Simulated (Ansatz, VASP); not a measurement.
# Hf: VASP beside Ansatz

```
Hf
1.0
     0.00000    3.27553    3.27553
     3.27553    0.00000    3.27553
     3.27553    3.27553    0.00000
Hf
2
Direct
  0.12500 0.12500 0.12500
  0.87500 0.87500 0.87500
```

Alike in both runs: functional PBE; k mesh 9 × 9 × 9; occupations fermi-dirac, width 0.1 eV; no spin polarisation.

Ansatz relaxed the structure, and its values are those at the end. VASP's run is a single point on that final structure, the one shown.

|  | VASP | Ansatz |
| --- | --- | --- |
| version | VASP 6.6.1 | Ansatz 0.2.0 |
| potentials or method | VASP PAW PBE potentials, release 64 (Hf_pv), cutoff 520 eV | plane waves (420 eV) with PAW, scalar-relativistic |
| valence electrons in the cell | 20 | 52 |

VASP gave:

```
pressure (GPa) : -0.2
```

Question: Estimate Ansatz's values.

Answer: Pressure (GPa): 0.0.

VASP's potentials hold 20 valence electrons a cell and Ansatz's 52, so a difference there can come from the potentials and not from the codes.

Spin-orbit coupling is off throughout.
